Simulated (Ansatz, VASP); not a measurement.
**SrO in VASP and in Ansatz**

INCAR

```
SYSTEM = SrO
PREC     = Accurate       ! precision mode
ENCUT    = 520            ! plane-wave cutoff, eV
EDIFF    = 1E-8           ! SCF threshold, eV
ISMEAR   = -1             ! smearing method
SIGMA    = 0.03           ! smearing width, eV
LREAL    = .False.        ! projectors in reciprocal space
LASPH    = .True.         ! aspherical terms in the spheres
NELM     = 60             ! most SCF steps
ALGO     = Normal         ! electronic algorithm
ISIF     = 2              ! what is computed and relaxed
LWAVE    = .False.        ! write WAVECAR
LCHARG   = .False.        ! write CHGCAR
GGA      = PS             ! functional
LEFG     = .True.       
NBANDS   = 15             ! bands
```

File KPOINTS:

```
regular mesh
0
Gamma
  8 8 8
  0 0 0
```

File POSCAR:

```
SrO
1.0
    0.0000000000      2.5173403822      2.5173403822
    2.5173403822      0.0000000000      2.5173403822
    2.5173403822      2.5173403822      0.0000000000
Sr O
1 1
Direct
    0.0000000000      0.0000000000      0.0000000000
    0.5000000000      0.5000000000      0.5000000000
```

Input for Ansatz:

```yaml
crystal:
  lattice:
    - [0.0, 2.5173403822, 2.5173403822]
    - [2.5173403822, 0.0, 2.5173403822]
    - [2.5173403822, 2.5173403822, 0.0]
  atoms:
    - { symbol: Sr, position: [0.0, 0.0, 0.0] }
    - { symbol: O, position: [0.5, 0.5, 0.5] }
kpoints:
  mp_grid: { grid: [8, 8, 8] }
scf:
  occupations: { method: fermi_dirac, width: 0.03 }
hamiltonian:
  xc: pbesol
  pseudopotentials: { kind: all_electron, datasets: crystal }
output:
  forces: true
  stress: true
  eigenvalues: true
  efg: { contact_densities: true }
```

Change from the starting cell: volume scaled by 0.94, crystal datasets.

Alike in both runs: task electric field gradients; functional PBEsol; k mesh 8 × 8 × 8; occupations fermi-dirac, width 0.03 eV; no spin polarisation.

|  | VASP | Ansatz |
| --- | --- | --- |
| version | VASP 6.6.1 | Ansatz 0.2.0 |
| potentials or method | VASP PAW PBE potentials, release 64 (Sr_sv, O), cutoff 520 eV | all-electron PAW with datasets made for the crystal, scalar-relativistic |

```csv
,VASP,Ansatz,Ansatz less VASP
gap on the k mesh at the Fermi level (eV),3.10,3.15,+0.054
pressure (GPa),6.3,5.5,-0.80
```

VASP's potentials were made for PBE, not for PBEsol. Ansatz ran all-electron here, and VASP with PAW potentials.
